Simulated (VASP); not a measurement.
Write the native input for VASP 6.6.1 that does the following.

```yaml
Task: single point
Functional: RPBE
Potentials_or_basis: VASP PAW PBE potentials, release 64 (Co, Ti_sv)
Cutoff: 520 eV
k_mesh: 9 × 9 × 9
Occupations: fermi-dirac, width 0.05 eV
Spin: collinear spin, ferromagnetic start
Starting_moments: "[2.0, 1.0] μB"
Dipole_correction: no
Further_INCAR_settings: ALGO = Fast; EDIFF = 1e-07; NBANDS = 22
```

The structure of TiCo lies in POSCAR:

```
TiCo
1.0
    2.9861109900      0.0000000000      0.0000000000
    0.0000000000      2.9861109900      0.0000000000
    0.0000000000      0.0000000000      2.9861109900
Co Ti
1 1
Direct
    0.5000000000      0.5000000000      0.5000000000
    0.0000000000      0.0000000000      0.0000000000
```

The input as run:

INCAR

```
PREC = Accurate
ENCUT = 520
EDIFF = 1E-7
ISMEAR = -1
SIGMA = 0.05
LREAL = F
LASPH = T
NELM = 150
ALGO = Fast
ISIF = 2
LWAVE = F
LCHARG = F
ISPIN = 2
MAGMOM = 2 1
LORBIT = 11
LMAXMIX = 4
GGA = RP
NBANDS = 22
```

KPOINTS

```
regular mesh
0
Gamma
  9 9 9
```

Potentials or basis: VASP PAW PBE potentials, release 64 (Co, Ti_sv).

Run with:

```sh
$ cat potpaw_PBE.64/Co/POTCAR potpaw_PBE.64/Ti_sv/POTCAR > POTCAR
$ mpirun -np 1 vasp_std > vasp.out
```

Results of the run:

```yaml
Pressure: 3.6 GPa
Net_moment: 0.83 μB per cell
Site_moments: Co +0.94; Ti -0.04 μB
Valence_electrons_inside_the_program's_atomic_spheres: Co 8.29; Ti 10.28
```

Caveat: the cell stands under pressure; the PAW data sets were made with another functional, which shifts forces and pressure a little.

Run time: 83 s on 1 thread of Intel Xeon 8259CL, on a shared host, peak memory 0.17 GiB.
